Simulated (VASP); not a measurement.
# BiTe3 (Pm-3m) in VASP: single point with PBE

Aim: the single point of BiTe3 with PBE.

All numbers are computed with VASP 6.6.1; they aren't measurements. Logs are shortened: lines on timing, memory, paths and dates and some standing lists are left out, and cuts for length are marked.

**1. The cell of the first run**

It takes space group Pm-3m (No. 221, cubic). Conventional cell: a = 6.041 Å, b = 6.041 Å, c = 6.041 Å, α = 90.00°, β = 90.00°, γ = 90.00°. Within 4.0 Å of Bi (site symmetry m-3m) lie 6 Te at 3.02 Å. Within 4.0 Å of Te (site symmetry 4/mmm) lie 2 Bi at 3.02 Å.

**2. Single point, PBE, non-collinear spin, zero start, spin-orbit coupling**

Input file INCAR:

```
SYSTEM = BiTe3
  PREC = Accurate
  ENCUT = 520
  EDIFF = 1E-7
  ISMEAR = 0
  SIGMA = 0.05
  LREAL = .False.
  LASPH = .True.
  NELM = 150
  ALGO = Normal
  ISIF = 2
  LWAVE = .False.
  LCHARG = .True.
  LNONCOLLINEAR = .True.
  MAGMOM = 0 0 0 0 0 0 0 0 0 0 0 0
  LORBIT = 11
  LSORBIT = .True.
  GGA_COMPAT = .False.
  LORBMOM = .True.
  GGA = PE
  LVHAR = .True.
  NBANDS = 47
```

Input file KPOINTS:

```
Automatic mesh
0
Gamma
  6 6 6
  0 0 0
```

Input file POSCAR:

```
BiTe3
1.0
    6.0412745303      0.0000000000      0.0000000000
    0.0000000000      6.0412745303      0.0000000000
    0.0000000000      0.0000000000      6.0412745303
Bi Te
1 3
Direct
    0.0000000000      0.0000000000      0.0000000000
    0.5000000000      0.0000000000      0.0000000000
    0.0000000000      0.0000000000      0.5000000000
    0.0000000000      0.5000000000      0.0000000000
```

Potentials or basis: VASP PAW PBE potentials, release 64 (Bi_d, Te).

The run is started by

```
$ cat potpaw_PBE.64/Bi_d/POTCAR potpaw_PBE.64/Te/POTCAR > POTCAR
$ mpirun -np 1 vasp_ncl > vasp.out
```

OUTCAR:

```text
SYSTEM = BiTe3
   PREC = Accurate
   ENCUT = 520
   EDIFF = 1E-7
   ISMEAR = 0
   LREAL = .False.
   LASPH = .True.
   NELM = 150
   ISIF = 2
   LNONCOLLINEAR = .True.
   LORBIT = 11
   LSORBIT = .True.
   GGA = PE

 ion  position               nearest neighbor table
   1  0.000  0.000  0.000-   2 3.02   3 3.02   4 3.02   3 3.02   4 3.02   2 3.02
   2  0.500  0.000  0.000-   1 3.02   1 3.02
   3  0.000  0.000  0.500-   1 3.02   1 3.02
   4  0.000  0.500  0.000-   1 3.02   1 3.02

  LATTYP: Found a simple cubic cell.
 ALAT       =     6.0412745303

  Lattice vectors:

 A1 = (   6.0412745303,   0.0000000000,   0.0000000000)
 A2 = (   0.0000000000,   6.0412745303,   0.0000000000)
 A3 = (   0.0000000000,   0.0000000000,   6.0412745303)

Analysis of symmetry for initial positions (statically):
=====================================================================
 Subroutine PRICEL returns:
 Original cell was already a primitive cell.

 Routine SETGRP: Setting up the symmetry group for a
 simple cubic supercell.

 Subroutine GETGRP returns: Found 48 space group operations
 (whereof 48 operations were pure point group operations)
 out of a pool of 48 trial point group operations.

The static configuration has the point symmetry O_h .

Analysis of symmetry for dynamics (positions and initial velocities):
=====================================================================
 Subroutine PRICEL returns:
 Original cell was already a primitive cell.

 Routine SETGRP: Setting up the symmetry group for a
 simple cubic supercell.

 Subroutine GETGRP returns: Found 48 space group operations
 (whereof 48 operations were pure point group operations)
 out of a pool of 48 trial point group operations.

The dynamic configuration has the point symmetry O_h .

Analysis of structural, dynamic, and magnetic symmetry:
=====================================================================
 Subroutine PRICEL returns:
 Original cell was already a primitive cell.

 Routine SETGRP: Setting up the symmetry group for a
 simple cubic supercell.

 Subroutine GETGRP returns: Found 48 space group operations
 (whereof 48 operations were pure point group operations)
 out of a pool of 48 trial point group operations.

The overall configuration has the point symmetry O_h .

 Subroutine INISYM returns: Found 48 space group operations
 (whereof 48 operations are pure point group operations),
 and found     1 'primitive' translations

----------------------------------------------------------------------------------------

                                     Primitive cell

  volume of cell :     220.4884

  direct lattice vectors                    reciprocal lattice vectors
     6.041274530  0.000000000  0.000000000     0.165527985  0.000000000  0.000000000
     0.000000000  6.041274530  0.000000000     0.000000000  0.165527985  0.000000000
     0.000000000  0.000000000  6.041274530     0.000000000  0.000000000  0.165527985

  length of vectors
     6.041274530  6.041274530  6.041274530     0.165527985  0.165527985  0.165527985

  position of ions in fractional coordinates (direct lattice)
     0.000000000  0.000000000  0.000000000
     0.500000000  0.000000000  0.000000000
     0.000000000  0.000000000  0.500000000
     0.000000000  0.500000000  0.000000000

  ion indices of the primitive-cell ions
   primitive index   ion index
                 1           1
                 2           2
                 3           3
                 4           4

----------------------------------------------------------------------------------------

 KPOINTS: Automatic mesh

Automatic generation of k-mesh.
 Grid dimensions read from file:
 generate k-points for:    6    6    6
[... 104 lines left out ...]

 Free energy of the ion-electron system (eV)
  ---------------------------------------------------
  ext. energy  EPLUGINS =         0.00000000
  ---------------------------------------------------
  free energy    TOTEN  =       -12.00837460 eV

  energy without entropy =      -11.99562407  energy(sigma->0) =      -12.00199933

 E-fermi :   1.0686     XC(G=0):  -6.8061

 val. band max:        1.0664219428   @ k =   0.5000   0.5000   0.5000
 cond. band min:       1.0747564524   @ k =   0.1667   0.0000   0.0000
 fundamental gap:      0.0083345096
 Fermi energy:         1.0686172754

 k-point     1 :       0.0000    0.0000    0.0000
  band No.  band energies     occupation
      1     -23.2892      1.00000
      2     -23.2892      1.00000
      3     -23.2892      1.00000
      4     -23.2892      1.00000
      5     -20.3365      1.00000
      6     -20.3365      1.00000
[... 949 lines left out ...]
     44       5.6703      0.00000
     45       8.0711      0.00000
 [bands above 45 left out]

------------------------ aborting loop because EDIFF is reached ----------------------------------------

  FORCE on cell =-STRESS in cart. coord.  units (eV):
  Direction    XX          YY          ZZ          XY          YZ          ZX
  --------------------------------------------------------------------------------------
  -------------------------------------------------------------------------------------
  Total        0.6392059      0.6392059      0.6392059      0.0000000     -0.0000000      0.0000000
  in kB        4.6447854      4.6447854      4.6447854      0.0000000     -0.0000000      0.0000000
  external PRESSURE =       4.6447854 kB  Pullay stress =       0.0000000 kB

 VOLUME and BASIS-vectors are now :
 -----------------------------------------------------------------------------
  energy-cutoff  :      520.00
  volume of cell :      220.49
      direct lattice vectors                 reciprocal lattice vectors
     6.041274530  0.000000000  0.000000000     0.165527985  0.000000000  0.000000000
     0.000000000  6.041274530  0.000000000     0.000000000  0.165527985  0.000000000
     0.000000000  0.000000000  6.041274530     0.000000000  0.000000000  0.165527985

 POSITION                                       TOTAL-FORCE (eV/Angst)
 -----------------------------------------------------------------------------------
      0.00000      0.00000      0.00000         0.000000      0.000000      0.000000
      3.02064      0.00000      0.00000         0.000000      0.000000      0.000000
      0.00000      0.00000      3.02064         0.000000      0.000000      0.000000
      0.00000      3.02064      0.00000         0.000000      0.000000      0.000000
 -----------------------------------------------------------------------------------
    total drift:                                0.000000     -0.000000      0.000000

  FREE ENERGIE OF THE ION-ELECTRON SYSTEM (eV)
  ---------------------------------------------------
  free  energy   TOTEN  =       -12.0083746003 eV

  energy  without entropy=      -11.9956240656  energy(sigma->0) =      -12.00199933

 orbital moment (x)

 # of ion     p       d       tot
 ----------------------------------------
  1         0.000  -0.000  -0.000
  2        -0.000  -0.000  -0.000
  3        -0.000   0.000  -0.000
  4        -0.000   0.000  -0.000
 ----------------------------------------
           -0.000  -0.000  -0.000

 orbital moment (y)

 # of ion     p       d       tot
 ----------------------------------------
  1         0.000   0.000   0.000
  2         0.000   0.000   0.000
  3         0.000  -0.000   0.000
  4        -0.000   0.000  -0.000
 ----------------------------------------
            0.000   0.000   0.000

 orbital moment (z)

 # of ion     p       d       tot
 ----------------------------------------
  1         0.000   0.000   0.000
  2         0.000   0.000   0.000
  3         0.000  -0.000   0.000
  4         0.000   0.000   0.000
 ----------------------------------------
            0.000  -0.000   0.000

 Spin-Orbit-Coupling matrix elements

 Ion:    1  E_soc:     -1.4842867
 l=   1
     0.0000000    -0.1823427    -0.1823427
    -0.1823427     0.0000000    -0.1823427
    -0.1823427    -0.1823427     0.0000000
 l=   2
     0.0000000    -0.0129067     0.0000000    -0.0129067    -0.0521317
    -0.0129067     0.0000000    -0.0390987    -0.0129067    -0.0130329
     0.0000000    -0.0390987     0.0000000    -0.0390987     0.0000000
    -0.0129067    -0.0129067    -0.0390987     0.0000000    -0.0130329
    -0.0521317    -0.0130329     0.0000000    -0.0130329     0.0000000
 l=   3
     0.0000000     0.0000000     0.0000000     0.0000000     0.0000000     0.0000000     0.0000000
     0.0000000     0.0000000     0.0000000     0.0000000     0.0000000     0.0000000     0.0000000
     0.0000000     0.0000000     0.0000000     0.0000000     0.0000000     0.0000000     0.0000000
     0.0000000     0.0000000     0.0000000     0.0000000     0.0000000     0.0000000     0.0000000
[... 49 lines left out ...]
 l=   2
     0.0000000    -0.0000141     0.0000000    -0.0000059     0.0000269
    -0.0000141     0.0000000     0.0000045    -0.0000059     0.0000224
     0.0000000     0.0000045     0.0000000    -0.0000059     0.0000000
    -0.0000059    -0.0000059    -0.0000059     0.0000000    -0.0000020
     0.0000269     0.0000224     0.0000000    -0.0000020     0.0000000
 l=   3
     0.0000000     0.0000000     0.0000000     0.0000000     0.0000000     0.0000000     0.0000000
     0.0000000     0.0000000     0.0000000     0.0000000     0.0000000     0.0000000     0.0000000
     0.0000000     0.0000000     0.0000000     0.0000000     0.0000000     0.0000000     0.0000000
     0.0000000     0.0000000     0.0000000     0.0000000     0.0000000     0.0000000     0.0000000
     0.0000000     0.0000000     0.0000000     0.0000000     0.0000000     0.0000000     0.0000000
     0.0000000     0.0000000     0.0000000     0.0000000     0.0000000     0.0000000     0.0000000
     0.0000000     0.0000000     0.0000000     0.0000000     0.0000000     0.0000000     0.0000000

 total charge

# of ion       s       p       d       tot
------------------------------------------
    1        1.559   1.206   9.968  12.734
    2        1.409   1.865   0.014   3.287
    3        1.409   1.865   0.014   3.287
    4        1.409   1.865   0.014   3.287
--------------------------------------------------
tot          5.786   6.800  10.010  22.596

 magnetization (x)

# of ion       s       p       d       tot
------------------------------------------
    1        0.000   0.000  -0.000   0.000
    2        0.000   0.000   0.000   0.000
    3       -0.000   0.000   0.000   0.000
    4        0.000  -0.000   0.000   0.000
--------------------------------------------------
tot          0.000  -0.000   0.000   0.000

 magnetization (y)

# of ion       s       p       d       tot
------------------------------------------
    1        0.000   0.000  -0.000   0.000
    2       -0.000   0.000   0.000  -0.000
    3        0.000   0.000   0.000   0.000
    4        0.000  -0.000   0.000   0.000
--------------------------------------------------
tot          0.000   0.000   0.000   0.000

 magnetization (z)

# of ion       s       p       d       tot
------------------------------------------
    1        0.000   0.000  -0.000   0.000
    2       -0.000   0.000   0.000  -0.000
    3        0.000  -0.000  -0.000   0.000
    4       -0.000   0.000   0.000  -0.000
--------------------------------------------------
tot          0.000   0.000  -0.000   0.000
```

Wall time 4.6 min (1 thread of Intel Xeon 6975P-C (Granite Rapids), shared host); peak memory 0.92 GiB.

Results:

- Free energy: -12.0084 eV
- Pressure: 0.5 GPa
- Net moment: 0.00 μB per cell
- Valence electrons inside the program's atomic spheres: Bi 12.73; Te 3.29

Moments on the atoms (μB; x, y, z):
```
Bi  0.00 0.00 0.00
Te  0.00 0.00 0.00
Te  0.00 0.00 0.00
Te  0.00 0.00 0.00
```
